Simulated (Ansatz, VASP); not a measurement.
# C in VASP and in Ansatz

File INCAR:

```
SYSTEM = C
ALGO     = Normal         ! electronic algorithm
EDIFF    = 1E-7           ! SCF threshold, eV
EDIFFG   = -0.04          ! ionic threshold
ENCUT    = 910            ! plane-wave cutoff, eV
GGA      = PE             ! functional
GGA_COMPAT= .False.      
IBRION   = 2              ! ionic algorithm
ISIF     = 3              ! what is computed and relaxed
ISMEAR   = 0              ! smearing method
LASPH    = .True.         ! aspherical terms in the spheres
LCHARG   = .False.        ! write CHGCAR
LREAL    = .False.        ! projectors in reciprocal space
LWAVE    = .False.        ! write WAVECAR
NELM     = 120            ! most SCF steps
NELMIN   = 4            
NSW      = 90             ! ionic steps
PREC     = Accurate       ! precision mode
SIGMA    = 0.1            ! smearing width, eV
```

The input KPOINTS:

```
k-points
0
Gamma
  6 6 6
  0 0 0
```

File POSCAR:

```
C
1.0
    3.4605991900      0.0000000000      0.0000000000
    0.0000000000      3.4605991900      0.0000000000
    0.0000000000      0.0000000000      3.5491583900
C
8
Direct
    0.2058192000      0.4510069400      0.9491785700
    0.0489930600      0.2941808000      0.5508214300
    0.9510069400      0.7058192000      0.5508214300
    0.4510069400      0.7941808000      0.0508214300
    0.7941808000      0.5489930600      0.9491785700
    0.7058192000      0.0489930600      0.4491785700
    0.2941808000      0.9510069400      0.4491785700
    0.5489930600      0.2058192000      0.0508214300
```

Input for Ansatz:

```yaml
crystal:
  lattice:
    - [3.46059919, 0.0, 0.0]
    - [0.0, 3.46059919, 0.0]
    - [0.0, 0.0, 3.54915839]
  atoms:
    - { symbol: C, position: [0.2058192, 0.45100694, 0.94917857] }
    - { symbol: C, position: [0.04899306, 0.2941808, 0.55082143] }
    - { symbol: C, position: [0.95100694, 0.7058192, 0.55082143] }
    - { symbol: C, position: [0.45100694, 0.7941808, 0.05082143] }
    - { symbol: C, position: [0.7941808, 0.54899306, 0.94917857] }
    - { symbol: C, position: [0.7058192, 0.04899306, 0.44917857] }
    - { symbol: C, position: [0.2941808, 0.95100694, 0.44917857] }
    - { symbol: C, position: [0.54899306, 0.2058192, 0.05082143] }
basis:
  ecutwfc: 420
kpoints:
  mp_grid: { grid: [6, 6, 6] }
hamiltonian:
  xc: pbe
scf:
  occupations: { method: gaussian, width: 0.1 }
  lower_state_search: "off"
output:
  forces: true
  stress: true
  eigenvalues: true
relax:
  adjacent_minimum: "off"
  f_tol: 0.04
  max_steps: 70
  cell: { stress_tol: 0.4 }
```

Alike in both runs: task relaxation of cell and atoms; functional PBE; k mesh 6 × 6 × 6; occupations gaussian, width 0.1 eV; no spin polarisation.

|  | VASP | Ansatz |
| --- | --- | --- |
| version | VASP 6.6.1 | Ansatz 0.2.0 |
| potentials or method | VASP PAW PBE potentials, release 64 (C_h), cutoff 910 eV | scalar-relativistic, plane waves, PAW |
| valence electrons in the cell | 32 | 32 |

```csv
,VASP,Ansatz,Ansatz less VASP
"gap on the k mesh at the Fermi level, each at its own relaxed structure (eV)",none,none,-
relaxed volume (Å³/atom),7.74,11.36,+3.615
relaxed cell length with the largest relative difference (Å),5.236,7.653,+2.4170
```

A gap of «none» marks a metal or a gap that the smearing closes. One of these differences is far larger than is usual between the two programs; its cause wasn't traced.

Noted on VASP's run: the cutoff is short for stress, so the pressure is rough; the volume moved by over 15 % at a fixed basis, so the end points are rough.
